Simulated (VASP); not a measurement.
Wanted: the native input for a VASP 6.6.1 run.

* Task: single point
* Functional: LDA
* Potentials or basis: VASP PAW LDA potentials, release 64 (Ga_d, O)
* Cutoff: 520 eV
* k mesh: 7 × 7 × 4
* Occupations: fermi-dirac, width 0.05 eV
* Spin: no spin polarisation
* Dipole correction: no
* Further INCAR settings: ALGO = Normal; EDIFF = 1e-07; NBANDS = 55

The structure of Ga2O3 lies in POSCAR:

```
Ga2O3
1.0
    6.0706143666     -1.5088283863      0.0063818910
    6.0706143666      1.5088283863      0.0063818910
   -1.3718477159      0.0000000000      5.5860103028
Ga O
4 6
Direct
    0.3409297441      0.3409297441      0.6860318606
    0.6590702559      0.6590702559      0.3139681394
    0.9094882628      0.9094882628      0.2052660925
    0.0905117372      0.0905117372      0.7947339075
    0.5034529908      0.5034529908      0.7441157826
    0.4965470092      0.4965470092      0.2558842174
    0.8268724999      0.8268724999      0.4378499933
    0.1731275001      0.1731275001      0.5621500067
    0.8342898618      0.8342898618      0.8908648223
    0.1657101382      0.1657101382      0.1091351777
```

These files were run (other wordings do the same):

INCAR

```
SYSTEM = Ga2O3
ALGO = Normal
EDIFF = 1E-7
ENCUT = 520
GGA = CA
ISIF = 2
ISMEAR = -1
LASPH = .TRUE.
LCHARG = .FALSE.
LREAL = .FALSE.
LWAVE = .FALSE.
NBANDS = 55
NELM = 60
PREC = Accurate
SIGMA = 0.05
```

KPOINTS

```
k-points
0
G
  7 7 4
  0 0 0
```

Potentials or basis: VASP PAW LDA potentials, release 64 (Ga_d, O).

Launch:

```console
$ cat potpaw_LDA.64/Ga_d/POTCAR potpaw_LDA.64/O/POTCAR > POTCAR
$ mpirun -np 1 vasp_std > vasp.out
```

It gave:

The pressure is 1.5 GPa and the largest force is 0.067 eV/Å. The band gap on the k mesh is 2.50 eV (least direct gap 2.51 eV).

Wall time 4.7 min on 1 thread of Intel(R) Xeon(R) 6975P-C (Granite Rapids), on a shared host, peak memory 0.42 GiB.
